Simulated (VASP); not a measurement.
# AlN: single point with PBE+D3(BJ)

The system is AlN.

```xyz
2
Lattice="0.0000 2.0013 2.0013 2.0013 0.0000 2.0013 2.0013 2.0013 0.0000" Properties=species:S:1:pos:R:3 pbc="T T T"
Al    0.0000    0.0000    0.0000
N     2.0013    2.0013    2.0013
```

```
Program             : VASP 6.6.1
Task                : single point
Functional          : PBE
Dispersion          : D3(BJ)
Potentials or basis : VASP PAW PBE potentials, release 64 (Al, N)
Cutoff              : 520 eV
k mesh              : 8 × 8 × 8
Occupations         : gaussian, width 0.01 eV
Spin                : no spin polarisation
```

| Property | Result |
| --- | --- |
| Pressure | 6.5 GPa |
| Band gap on the k mesh | 4.90 eV, indirect (least direct gap 6.12 eV) |
| Dispersion energy per atom | -0.351 eV |

Levels at points of the mesh, in eV from the valence-band top:
```
           k point  band 1  band 2  band 3  band 4  band 5  band 6  band 7  band 8  band 9
(0.00, 0.00, 0.00)  -17.83    0.00    0.00    0.00    6.12   12.26   12.26   12.26   17.49
(0.50, 0.00, 0.00)  -14.45   -8.50   -1.13   -1.13    6.33   11.25   11.25   13.76   16.43
(0.50, 0.50, 0.00)  -13.42   -7.59   -2.88   -2.88    4.90    5.25   14.43   17.73   17.73
```

It took 6.9 s on 1 thread of Intel(R) Xeon(R) Platinum 8259CL CPU @ 2.50GHz (Skylake/Cascade Lake) (shared host), peak memory 0.14 GiB.

A k mesh can miss the band edges. Expect the measured gap to be larger: semilocal functionals such as PBE lack the derivative discontinuity.
